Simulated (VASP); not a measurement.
**Na: single point with PBE**

Na:

```
CELL_PARAMETERS angstrom
3.89480 0.00000 0.00000
-1.94740 3.37299 0.00000
0.00000 0.00000 6.10304
ATOMIC_POSITIONS crystal
Na 0.33333 0.66667 0.25000
Na 0.66667 0.33333 0.75000
```

This isn't the form of Na at room conditions, which is bcc.

```
Program             : VASP 6.6.1
Task                : single point
Functional          : PBE
Potentials or basis : VASP PAW PBE potentials, release 64 (Na_pv)
Cutoff              : 520 eV
k mesh              : 15 × 15 × 8
Occupations         : gaussian, width 0.15 eV
Spin                : no spin polarisation
```

| Property | Result |
| --- | --- |
| Pressure | -0.5 GPa |
| Band gap on the k mesh | zero (bands 7 and 8 overlap by 4.00 eV) |

Stress tensor (GPa, compression positive):
```
-0.59  0.00  0.00
 0.00 -0.59  0.00
 0.00  0.00 -0.33
```

Levels at points of the mesh, in eV from the Fermi level:
```
           k point  band 5  band 6  band 7  band 8  band 9  band 10
(0.00, 0.00, 0.00)  -24.97  -24.97   -3.13    0.72    1.12     9.22
(0.00, 0.00, 0.50)  -24.97  -24.97   -2.09   -2.09    5.71     5.71
```

Run time: 3 min on 1 thread of Oxide Virtual Turin-like Processor (shared host), peak memory 0.23 GiB.
